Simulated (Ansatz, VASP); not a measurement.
One calculation of NaCl, two programs

File POSCAR:

```
NaCl
1.0
    3.4474374293      0.0000000000      0.0000000000
    0.0000000000      3.4474374293      0.0000000000
    0.0000000000      0.0000000000      3.4474374293
Na Cl
1 1
Direct
    0.0000000000      0.0000000000      0.0000000000
    0.5000000000      0.5000000000      0.5000000000
```

The input INCAR.step1:

```
SYSTEM = NaCl
PREC = Accurate
ENCUT = 520
EDIFF = 1E-5
ISMEAR = 0
SIGMA = 0.01
LREAL = .False.
LASPH = .True.
NELM = 80
ALGO = Normal
ISIF = 2
LWAVE = .True.
LCHARG = .False.
NBANDS = 14
GGA = PE
```

INCAR.step2

```
SYSTEM = NaCl
PREC = Accurate
ENCUT = 520
EDIFF = 1E-6
ISMEAR = 0
SIGMA = 0.01
LREAL = .False.
LASPH = .True.
NELM = 80
ALGO = Normal
ISIF = 2
LWAVE = .False.
LCHARG = .False.
GGA = PE
LHFCALC = .True.
HFSCREEN = 0.2079
PRECFOCK = Normal
NBANDS = 14
ISTART = 1
```

The input KPOINTS:

```
regular mesh
0
Gamma
  6 6 6
  0 0 0
```

Input for Ansatz:

```yaml
crystal:
  lattice:
    - [3.4474374293, 0.0, 0.0]
    - [0.0, 3.4474374293, 0.0]
    - [0.0, 0.0, 3.4474374293]
  atoms:
    - { symbol: Na, position: [0.0, 0.0, 0.0] }
    - { symbol: Cl, position: [0.5, 0.5, 0.5] }
kpoints:
  mp_grid: { grid: [6, 6, 6] }
  band_path:
    path: [[0.0, 0.0, 0.0], [0.0, 0.5, 0.0], [0.5, 0.5, 0.0], [0.5, 0.5, 0.5]]
    npoints: 1
hamiltonian:
  xc: hse06
scf:
  occupations: { method: fixed }
  n_extra_bands: 4
output:
  forces: true
  stress: true
  eigenvalues: true
```

Change from the starting cell: hydrostatic strain -0.3%.

Alike in both runs: task single point; functional HSE06; k mesh 6 × 6 × 6; no spin polarisation.

```csv
,VASP,Ansatz
version,VASP 6.6.1,Ansatz 0.2.0
potentials or method,"VASP PAW PBE potentials, release 64 (Na_pv, Cl)","plane waves, PAW"
plane-wave cutoff (eV),520,420
occupations,"gaussian, width 0.01 eV",fixed
valence electrons in the cell,14,16
```

|  | VASP | Ansatz | Ansatz less VASP |
| --- | --- | --- | --- |
| gap on the k mesh at the Fermi level (eV) | 5.46 | 5.47 | +0.009 |
| pressure (GPa) | 0.9 | 0.9 | -0.01 |

VASP's potentials hold 14 valence electrons a cell and Ansatz's 16, so a difference there can come from the potentials and not from the codes. Ansatz's warnings: stress exchange threshold loose, stress scf threshold loose.
